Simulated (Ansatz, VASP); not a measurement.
Given: the input of a run of VASP 6.6.1 on La2O3.

Contents of INCAR:

```
PREC = Accurate
ENCUT = 600
EDIFF = 1E-7
ISMEAR = -1
SIGMA = 0.05
LREAL = False
LASPH = True
NELM = 100
ALGO = Normal
ISIF = 3
LWAVE = False
LCHARG = False
IBRION = 2
NSW = 60
EDIFFG = -0.01
```

Contents of KPOINTS:

```
Automatic mesh
0
Gamma
  5 5 8
```

The input POSCAR:

```
La2O3
1.0
    6.2667802772      0.0000000000      0.0000000000
   -3.1333901386      5.4271909200      0.0000000000
    0.0000000000      0.0000000000      3.2997660000
La O
2 3
Direct
    0.6666666667      0.3333333333      0.5000000000
    0.3333333333      0.6666666667      0.5000000000
    0.5080139900      0.0000000000      0.0000000000
    0.0000000000      0.5080139900      0.0000000000
    0.4919860100      0.4919860100      0.0000000000
```

Potentials or basis: VASP PAW LDA potentials, release 64 (La, O).

Command:

```console
$ cat potpaw_LDA.64/La/POTCAR potpaw_LDA.64/O/POTCAR > POTCAR
$ mpirun -np 1 vasp_std > vasp.out
```

Q: Translate it to Ansatz 0.2.0. Potentials there: Ansatz PAW.

A: As run (the cutoff follows the program's own potentials):

File input.yaml:

```yaml
crystal:
  lattice:
    - [6.2667802772, 0.0, 0.0]
    - [-3.1333901386, 5.42719092, 0.0]
    - [0.0, 0.0, 3.299766]
  atoms:
    - { symbol: La, position: [0.6666666667, 0.3333333333, 0.5] }
    - { symbol: La, position: [0.3333333333, 0.6666666667, 0.5] }
    - { symbol: O, position: [0.50801399, 0.0, 0.0] }
    - { symbol: O, position: [0.0, 0.50801399, 0.0] }
    - { symbol: O, position: [0.49198601, 0.49198601, 0.0] }
hamiltonian:
  xc: lda
  pseudopotentials: { kind: paw }
kpoints:
  mp_grid: { grid: [5, 5, 8] }
scf:
  occupations: { method: fermi_dirac, width: 0.05 }
output:
  forces: true
  stress: true
  eigenvalues: true
relax:
  f_tol: 0.01
  max_steps: 40
  cell: { stress_tol: 0.05 }
```

Potentials or basis: Ansatz PAW.

Command:

```console
$ ansatz run input.yaml --threads 2 --pin off --max-ram 5632MiB --backend cpu --events-out ev --progress --plain --runs-dir out
```

Both were run:

|  | VASP | Ansatz | Ansatz less VASP |
| --- | --- | --- | --- |
| gap on the k mesh at the Fermi level, each at its own relaxed structure (eV) | 1.19 | 1.20 | +0.013 |
| relaxed volume (Å³/atom) | 21.86 | 21.89 | +0.032 |
| relaxed length of the cell vector where the two differ most in proportion (Å) | 6.249 | 6.254 | +0.0044 |

LDA's correlation is that of Perdew and Zunger in VASP and of Perdew and Wang (1992) in Ansatz.

Neither program's run includes spin-orbit coupling. Noted on Ansatz's run: odd divisions of the mesh miss points on the zone boundary, where band edges often lie, so the gap on the mesh can be too wide; the plane-wave basis is chosen anew once the cell has moved, so the energies of steps on either side of that aren't comparable.
